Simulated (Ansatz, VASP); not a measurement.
## YMnC4N4 in VASP and in Ansatz

```
Y Mn C N
1.0
     6.41504    0.00000    0.00000
     0.00000    6.41504    0.00000
     0.00000    0.00000    6.41504
Y Mn C N
1 1 4 4
Direct
  0.00000 0.00000 0.00000
  0.50000 0.50000 0.50000
  0.21535 0.21535 0.21535
  0.21535 0.78465 0.78465
  0.78465 0.21535 0.78465
  0.78465 0.78465 0.21535
  0.32115 0.32115 0.32115
  0.32115 0.67885 0.67885
  0.67885 0.32115 0.67885
  0.67885 0.67885 0.32115
```

Alike in both runs: task single point; functional PBE; k mesh 4 × 4 × 4; occupations gaussian, width 0.2 eV; collinear spin.

|  | VASP | Ansatz |
| --- | --- | --- |
| version | VASP 6.6.1 | Ansatz 0.2.0 |
| potentials or method | VASP PAW PBE potentials, release 64 (Y_sv, Mn_pv, C, N), cutoff 520 eV | scalar-relativistic, plane waves, PAW |
| valence electrons in the cell | 60 | 62 |

VASP gave:

* gap on the k mesh at the Fermi level (eV): none
* pressure (GPa): 0.3
* rms of the force components (eV/Å): 0.169
* net moment per atom (μB): 0.40
* size of the moment on the site where the two differ most (μB): 3.83

Q: Which values does Ansatz return?

A: gap on the k mesh at the Fermi level (eV): none; pressure (GPa): 0.1; rms of the force components (eV/Å): 0.007; net moment per atom (μB): 0.40; size of the moment on the site where the two differ most (μB): 3.35.

Site moments also hang on the region over which each program counts them. Atom by atom the forces differ by 0.176 eV/Å (rms over components). A gap of «none» marks a metal or a gap that the smearing closes. VASP's potentials hold 60 valence electrons a cell and Ansatz's 62, so a difference there can come from the potentials and not from the codes.

Noted on VASP's run: the standard files for N, O and F lose accuracy on very short bonds.
